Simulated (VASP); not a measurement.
Ir3O, 4 atoms in the cell. It takes space group P-6m2 (No. 187, hexagonal). The conventional cell has a = 2.678 Å, b = 2.678 Å, c = 6.739 Å, α = 90.00°, β = 90.00°, γ = 120.00°. Ir (site symmetry -6m2) has 12 Ir at 2.56 to 2.68 Å and 2 O at 3.37 Å within 3.4 Å. Within 2.7 Å of Ir (site symmetry 3m) lie 3 O at 2.04 Å and 10 Ir at 2.56 to 2.68 Å. O (site symmetry -6m2) has 6 Ir at 2.04 Å and 6 O at 2.68 Å within 2.7 Å. The cell was built from a structure type or drawn by symmetry, and may not be a known phase.

```yaml
Program: VASP 6.6.1
Task: relaxation of cell and atoms
Functional: PBE
Potentials_or_basis: VASP PAW PBE potentials, release 64 (Ir, O)
Cutoff: 600 eV
k_mesh: 6 × 6 × 4
Occupations: gaussian, width 0.1 eV
Spin: collinear spin
Starting_moments: "[1.0, 1.0, 1.0, 0.0] μB"
Dipole_correction: no
Further_INCAR_settings: ALGO = Normal; EDIFF = 1e-06; IBRION = 2; EDIFFG = -0.04; NSW = 90; ISIF = 3
```

Potentials or basis: VASP PAW PBE potentials, release 64 (Ir, O).

Command:

```console
$ cat potpaw_PBE.64/Ir/POTCAR potpaw_PBE.64/O/POTCAR > POTCAR
$ mpirun -np 1 vasp_std > vasp.out
```

Hardware: 1 thread of Intel(R) Xeon(R) Platinum 8259CL CPU @ 2.50GHz (Skylake/Cascade Lake), with other jobs on the host.

Problem. How long does it take, and how much memory?

Solution. It took 7.8 min on 1 thread of Intel(R) Xeon(R) Platinum 8259CL CPU @ 2.50GHz (Skylake/Cascade Lake), on a shared host, peak memory 0.23 GiB. Counts: scf iterations 135, k points 21, ion steps 11.
